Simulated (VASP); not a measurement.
# MgZn15O16 (P1) in VASP: single point with r2SCAN

Aim: the single point of MgZn15O16 with r2SCAN.

Program: VASP 6.6.1. These are calculated values, not measurements. Logs are shortened: lines on timing, memory, paths and dates and some standing lists are left out, and cuts for length are marked.

## Step 1: The cell of the first run

The typed cell holds 64 atoms: a = 8.525 Å, b = 8.525 Å, c = 8.525 Å, α = 90.00°, β = 90.00°, γ = 90.00°.

## Step 2: Single point, r2SCAN

The input, POSCAR:

```
MgZn15O16
1.0
    8.5245250000      0.0000000000      0.0000000000
    0.0000000000      8.5245250000      0.0000000000
    0.0000000000      0.0000000000      8.5245250000
O Zn Mg
32 30 2
Direct
    0.2497740000      0.0002090000      0.9999720000
    0.2496750000      0.0004280000      0.4998280000
    0.2501740000      0.4999230000      0.9984270000
    0.2502830000      0.5000730000      0.5015610000
    0.7495850000      0.0006590000      0.0001120000
    0.7496620000      0.0006200000      0.4997560000
    0.7494380000      0.5002950000      0.9999010000
    0.7497160000      0.5003920000      0.5001390000
    0.9996330000      0.2504080000      0.9999260000
    0.9995960000      0.2506120000      0.5001120000
    0.9993560000      0.7504590000      0.9985640000
    0.9995760000      0.7507570000      0.5014150000
    0.4998620000      0.2498690000      0.0000290000
    0.4999810000      0.2501650000      0.4998000000
    0.4998170000      0.7506530000      0.0000460000
    0.4997850000      0.7505270000      0.4998060000
    0.9995330000      0.0005150000      0.2499300000
    0.9997370000      0.9988550000      0.7498940000
    0.0000480000      0.5004820000      0.2500030000
    0.0020430000      0.5028690000      0.7502310000
    0.4999300000      0.0003320000      0.2501450000
    0.4993810000      0.9999770000      0.7496540000
    0.4995980000      0.5002930000      0.2498960000
    0.4981380000      0.5003040000      0.7498500000
    0.2497040000      0.2501870000      0.2499740000
    0.2498790000      0.2518900000      0.7501020000
    0.2496240000      0.7502310000      0.2498850000
    0.2472820000      0.7478150000      0.7497720000
    0.7498470000      0.2507240000      0.2499420000
    0.7498130000      0.2505740000      0.7499530000
    0.7497280000      0.7500970000      0.2500790000
    0.7512230000      0.7507020000      0.7500260000
    0.9996680000      0.0005270000      0.0000940000
    0.9997560000      0.0006290000      0.4997340000
    0.9997210000      0.5004760000      0.9999970000
    0.9998210000      0.5005770000      0.4999220000
    0.4996750000      0.0003950000      0.0000310000
    0.4996830000      0.0004650000      0.4998680000
    0.4999030000      0.5002150000      0.0001270000
    0.5000830000      0.5004080000      0.4997820000
    0.2497730000      0.2502360000      0.0000870000
    0.2498970000      0.2501670000      0.4997650000
    0.2496710000      0.7501440000      0.9998380000
    0.2497890000      0.7501880000      0.4999910000
    0.7497630000      0.2505190000      0.0001180000
    0.7496700000      0.2503780000      0.4998420000
    0.7495060000      0.7505920000      0.0000890000
    0.7494880000      0.7506190000      0.4998010000
    0.2497920000      0.0001720000      0.2499160000
    0.2497490000      0.0003090000      0.7499660000
    0.2498600000      0.5002560000      0.2500140000
    0.7495980000      0.0004600000      0.2499100000
    0.7494600000      0.0006940000      0.7499630000
    0.7497820000      0.5005140000      0.2500010000
    0.7498280000      0.5004540000      0.7500470000
    0.9997730000      0.2504700000      0.2500560000
    0.9996410000      0.2504500000      0.7499050000
    0.9997370000      0.7504670000      0.2500710000
    0.4997180000      0.2503360000      0.2498790000
    0.4998500000      0.2502520000      0.7499140000
    0.4996620000      0.7503350000      0.2499110000
    0.4996510000      0.7503370000      0.7499700000
    0.2502080000      0.4997780000      0.7499910000
    0.9992310000      0.7509360000      0.7499210000
```

The input, INCAR.step1:

```
SYSTEM = MgZn15O16
PREC = Accurate
ENCUT = 520
ISMEAR = -1
SIGMA = 0.05
LREAL = Auto
LASPH = .True.
NELM = 100
NBANDS = 316
GGA = PE
ALGO = Normal
EDIFF = 1E-4
LWAVE = .True.
LCHARG = .False.
```

The input, INCAR.step2:

```
SYSTEM = MgZn15O16
PREC = Accurate
ENCUT = 520
EDIFF = 1E-7
ISMEAR = -1
SIGMA = 0.05
LREAL = Auto
LASPH = .True.
NELM = 100
ALGO = Normal
ISIF = 2
LWAVE = .False.
LCHARG = .False.
METAGGA = R2SCAN
LMIXTAU = .True.
NBANDS = 316
ISTART = 1
```

The input, KPOINTS:

```
regular mesh
0
Gamma
  1 1 1
  0 0 0
```

Potentials or basis: VASP PAW PBE potentials, release 64 (O, Zn, Mg).

Run with:

```bash
$ cat potpaw_PBE.64/O/POTCAR potpaw_PBE.64/Zn/POTCAR potpaw_PBE.64/Mg/POTCAR > POTCAR
$ cp INCAR.step1 INCAR
$ mpirun -np 1 vasp_gam > vasp.out
$ cp INCAR.step2 INCAR
$ mpirun -np 1 vasp_gam > vasp.out
```

OUTCAR:

```text
SYSTEM = MgZn15O16
   PREC = Accurate
   ENCUT = 520
   EDIFF = 1E-7
   ISMEAR = -1
   LREAL = Auto
   LASPH = .True.
   NELM = 100
   ISIF = 2
   METAGGA = R2SCAN
   ISTART = 1

 ion  position               nearest neighbor table
   1  0.250  0.000  1.000-  37 2.13  49 2.13  50 2.13  41 2.13  43 2.13  33 2.13
   2  0.250  0.000  0.500-  42 2.13  49 2.13  34 2.13  38 2.13  50 2.13  44 2.13
   3  0.250  0.500  0.998-  63 2.12  41 2.13  39 2.13  43 2.13  35 2.14  51 2.14
   4  0.250  0.500  0.502-  63 2.12  40 2.13  42 2.13  44 2.13  36 2.14  51 2.14
   5  0.750  0.001  0.000-  52 2.13  45 2.13  37 2.13  47 2.13  33 2.13  53 2.13
   6  0.750  0.001  0.500-  46 2.13  52 2.13  38 2.13  48 2.13  34 2.13  53 2.13
[... 76 lines left out ...]
  58  1.000  0.750  0.250-  27 2.13  19 2.13  31 2.13  17 2.13  12 2.14  11 2.14  36 3.01  49 3.01
                            34 3.01  54 3.01  44 3.01  48 3.01  33 3.01  35 3.01  52 3.01  43 3.01
  59  0.500  0.250  0.250-  13 2.13  14 2.13  23 2.13  21 2.13  25 2.13  29 2.13  39 3.01  42 3.01
                            41 3.01  52 3.01  51 3.01  37 3.01  45 3.01  38 3.01  46 3.01  40 3.01
  60  0.500  0.250  0.750-  30 2.13  26 2.13  24 2.13  14 2.13  13 2.13  22 2.13  53 3.01  63 3.01
                            38 3.01  46 3.01  37 3.01  50 3.01  42 3.01  45 3.01  39 3.01  55 3.01
  61  0.500  0.750  0.250-  15 2.13  16 2.13  21 2.13  27 2.13  23 2.13  31 2.13  47 3.01  49 3.01
                            48 3.01  40 3.01  51 3.01  39 3.01  37 3.01  54 3.01  44 3.01  52 3.01
  62  0.500  0.750  0.750-  22 2.13  24 2.13  15 2.13  16 2.13  32 2.14  28 2.15  44 3.01  43 3.01
                            50 3.01  47 3.01  63 3.01  48 3.01  55 3.01  40 3.01  37 3.01  53 3.01
  63  0.250  0.500  0.750-  26 2.11  24 2.11  28 2.11  20 2.12   4 2.12   3 2.12  60 3.01  41 3.01
                            39 3.01  42 3.01  57 3.01  62 3.01  40 3.01  43 3.02  44 3.02  36 3.02
  64  0.999  0.751  0.750-  18 2.11  32 2.11  28 2.11  20 2.11  12 2.12  11 2.12  53 3.01  33 3.01
                            48 3.01  34 3.01  55 3.01  50 3.01  47 3.01  43 3.02  36 3.02  44 3.02

  LATTYP: Found a simple cubic cell.
 ALAT       =     8.5245250000

  Lattice vectors:

 A1 = (   8.5245250000,   0.0000000000,   0.0000000000)
 A2 = (   0.0000000000,   8.5245250000,   0.0000000000)
 A3 = (   0.0000000000,   0.0000000000,   8.5245250000)

Analysis of symmetry for initial positions (statically):
=====================================================================
 Subroutine PRICEL returns:
 Original cell was already a primitive cell.

 Routine SETGRP: Setting up the symmetry group for a
 simple cubic supercell.

 Subroutine GETGRP returns: Found  1 space group operations
 (whereof  1 operations were pure point group operations)
 out of a pool of 48 trial point group operations.

The static configuration has the point symmetry C_1 .

Analysis of symmetry for dynamics (positions and initial velocities):
=====================================================================
 Subroutine PRICEL returns:
 Original cell was already a primitive cell.
[... 224 lines left out ...]
   EFERMI_NEDOS =   21; number of points for ismear=-14 and -15
   IALGO  =     38    algorithm
   IMIX   =      4    mixing-type and parameters
     AMIX     =   0.40;   BMIX     =  1.00
     AMIX_MAG =   1.60;   BMIX_MAG =  1.00
  volume/ion in A,a.u.               =       9.68        65.32
  Fermi-wavevector in a.u.,A,eV,Ry     =   1.579173  2.984203 33.930015  2.493786
  Thomas-Fermi vector in A             =   2.679592
   LORBIT       =      0    0 simple, 1 ext, 2 COOP (PROOUT), +10 PAW based schemes
   METAGGA = R2SCAN    functional components
   LHFCALC =     F    Hartree Fock is set to
   AEXX    =    0.0000 exact exchange contribution
   IVDW    =     0    specifies the selected vdW correction
   LEPSILON=     F    determine dielectric tensor
   LRPA    =     F    only Hartree local field effects (RPA)
 non-spin polarized calculation
  energy-cutoff  :      520.00
  volume of cell :      619.46
 maximum number of plane-waves:      8416
 NGX is ok and might be reduce to    64
   NGX = 31   NGY = 31   NGZ = 31

 number of electron     556.0000988 magnetization

 Free energy of the ion-electron system (eV)
  ---------------------------------------------------
  ext. energy  EPLUGINS =         0.00000000
  ---------------------------------------------------
  free energy    TOTEN  =      -570.20116669 eV

  energy without entropy =     -570.20116620  energy(sigma->0) =     -570.20116645

 E-fermi :   3.4701     XC(G=0): -13.0368

 val. band max:        2.5974477629   @ k =   0.0000   0.0000   0.0000
 cond. band min:       4.2604181892   @ k =   0.0000   0.0000   0.0000
 fundamental gap:      1.6629704263
 Fermi energy:         3.4701314495

 k-point     1 :       0.0000    0.0000    0.0000
  band No.  band energies     occupation
      1     -17.0232      2.00000
      2     -16.2933      2.00000
      3     -16.2922      2.00000
      4     -16.2919      2.00000
      5     -16.2910      2.00000
      6     -16.2626      2.00000
[... 282 lines left out ...]
    289       8.8042      0.00000
    290       8.8056      0.00000
 [bands above 290 left out]

------------------------ aborting loop because EDIFF is reached ----------------------------------------

  FORCE on cell =-STRESS in cart. coord.  units (eV):
  Direction    XX          YY          ZZ          XY          YZ          ZX
  --------------------------------------------------------------------------------------
  -------------------------------------------------------------------------------------
  Total        6.9333364      6.9129771      6.8571375     -0.0716044      0.0070211      0.0047491
  in kB       17.9325598     17.8799021     17.7354771     -0.1851995      0.0181595      0.0122831
  external PRESSURE =      17.8493130 kB  Pullay stress =       0.0000000 kB

 VOLUME and BASIS-vectors are now :
 -----------------------------------------------------------------------------
  energy-cutoff  :      520.00
  volume of cell :      619.46
      direct lattice vectors                 reciprocal lattice vectors
     8.524525000  0.000000000  0.000000000     0.117308589  0.000000000  0.000000000
     0.000000000  8.524525000  0.000000000     0.000000000  0.117308589  0.000000000
     0.000000000  0.000000000  8.524525000     0.000000000  0.000000000  0.117308589

 POSITION                                       TOTAL-FORCE (eV/Angst)
 -----------------------------------------------------------------------------------
      2.12920      0.00178      8.52429        -0.003380      0.015819     -0.015112
      2.12836      0.00365      4.26080         0.002635      0.011891      0.017156
      2.13261      4.26161      8.51112        -0.001630      0.015491     -0.117137
      2.13354      4.26288      4.27557        -0.018526     -0.003524      0.111539
      6.38986      0.00562      0.00095        -0.007998      0.004302     -0.001436
      6.39051      0.00529      4.26018        -0.005450      0.007830      0.002396
[... 56 lines left out ...]
      2.13290      4.26037      6.39332        -0.014210      0.018674     -0.004429
      8.51797      6.40137      6.39272         0.003719     -0.004115      0.000867
 -----------------------------------------------------------------------------------
    total drift:                                0.270588     -0.421812      0.050655

  FREE ENERGIE OF THE ION-ELECTRON SYSTEM (eV)
  ---------------------------------------------------
  free  energy   TOTEN  =      -570.2011666934 eV

  energy  without entropy=     -570.2011662025  energy(sigma->0) =     -570.20116645
```

Wall time 19 min (1 thread of Intel Xeon Platinum 8375C at 2.90GHz (Ice Lake), shared host); peak memory 0.69 GiB.

What came out:

```yaml
Free_energy: -570.2012 eV
Pressure: 1.8 GPa
Largest_force: 0.134 eV/Å
Band_gap_on_the_k_mesh: 1.66 eV
```

Forces on the atoms (eV/Å):
```
O   -0.003  0.016 -0.015
O    0.003  0.012  0.017
O   -0.002  0.015 -0.117
O   -0.019 -0.004  0.112
O   -0.008  0.004 -0.001
O   -0.005  0.008  0.002
O   -0.003  0.005 -0.014
O   -0.007  0.004  0.011
O   -0.007  0.003 -0.018
O   -0.001 -0.004  0.012
O   -0.001  0.019 -0.123
O   -0.012 -0.004  0.120
O   -0.001  0.009  0.002
O   -0.004  0.009 -0.003
O   -0.005  0.002 -0.022
O   -0.002  0.007  0.019
O    0.004 -0.014 -0.003
O    0.016 -0.121  0.008
O    0.006  0.022 -0.004
O    0.092  0.096 -0.017
O   -0.016  0.007 -0.009
O   -0.015  0.000  0.013
O   -0.015  0.009 -0.001
O   -0.120  0.031  0.013
O   -0.006  0.024 -0.003
O   -0.030  0.127 -0.012
O   -0.019 -0.003  0.000
O   -0.095 -0.079  0.015
O   -0.006  0.003  0.001
O    0.011  0.018  0.002
O    0.010  0.016 -0.008
O    0.125 -0.025 -0.006
Zn   0.002 -0.019 -0.009
Zn  -0.005 -0.024  0.016
Zn   0.018 -0.002 -0.017
Zn   0.012 -0.005  0.027
Zn   0.011 -0.005  0.004
Zn   0.011 -0.011 -0.006
Zn  -0.011 -0.002 -0.016
Zn  -0.023 -0.015  0.015
Zn   0.004  0.001 -0.008
Zn  -0.001  0.014  0.018
Zn  -0.004 -0.006 -0.010
Zn  -0.008 -0.005  0.016
Zn   0.001 -0.020  0.001
Zn   0.008 -0.005 -0.003
Zn   0.025 -0.013 -0.006
Zn   0.027 -0.011  0.015
Zn   0.004  0.005  0.002
Zn  -0.009 -0.020 -0.003
Zn   0.001 -0.006 -0.002
Zn   0.011 -0.003  0.005
Zn   0.025 -0.027 -0.002
Zn   0.004 -0.021  0.000
Zn   0.013  0.002 -0.007
Zn  -0.003 -0.012 -0.007
Zn   0.022  0.009  0.006
Zn  -0.001 -0.004 -0.008
Zn   0.015 -0.011  0.008
Zn  -0.005  0.004  0.003
Zn   0.010  0.001  0.004
Zn  -0.008 -0.016 -0.003
Mg  -0.014  0.019 -0.004
Mg   0.004 -0.004  0.001
```

Caveat: the k points lie up to 0.74 Å⁻¹ apart; the PAW data sets were made with another functional, which shifts forces and pressure a little.
